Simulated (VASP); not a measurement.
# AlN: single point with r2SCAN

AlN:

```
CELL_PARAMETERS angstrom
0.00000 1.87406 1.87406
1.87406 0.00000 1.87406
1.87406 1.87406 0.00000
ATOMIC_POSITIONS crystal
Al 0.50000 0.50000 0.50000
N 0.00000 0.00000 0.00000
```

This cell differs from its parent crystal: volume scaled by 0.800.

```yaml
Program: VASP 6.6.1
Task: single point
Functional: r2SCAN
Potentials_or_basis: VASP PAW PBE potentials, release 64 (Al, N)
Cutoff: 520 eV
k_mesh: 10 × 10 × 10
Occupations: gaussian, width 0.05 eV
Spin: no spin polarisation
```

* Pressure: 94.5 GPa
* Band gap on the k mesh: 5.48 eV, indirect (least direct gap 9.03 eV)

Levels at points of the mesh, in eV from the valence-band top:
```tsv
k point	band 1	band 2	band 3	band 4	band 5	band 6	band 7	band 8	band 9
(0.00, 0.00, 0.00)	-20.69	0.00	0.00	0.00	10.34	13.65	13.65	13.65	20.11
(0.50, 0.00, 0.00)	-16.45	-10.09	-1.67	-1.67	8.47	13.95	13.95	18.04	20.86
(0.50, 0.50, 0.00)	-15.16	-9.23	-3.54	-3.54	5.48	8.02	18.52	22.80	22.80
```

Run time: 40 s on 1 thread of Intel Xeon 8259CL, with other jobs on the host, peak memory 0.13 GiB.

Caveat: the PAW data sets were made with another functional, which shifts forces and pressure a little. A k mesh can miss the band edges.
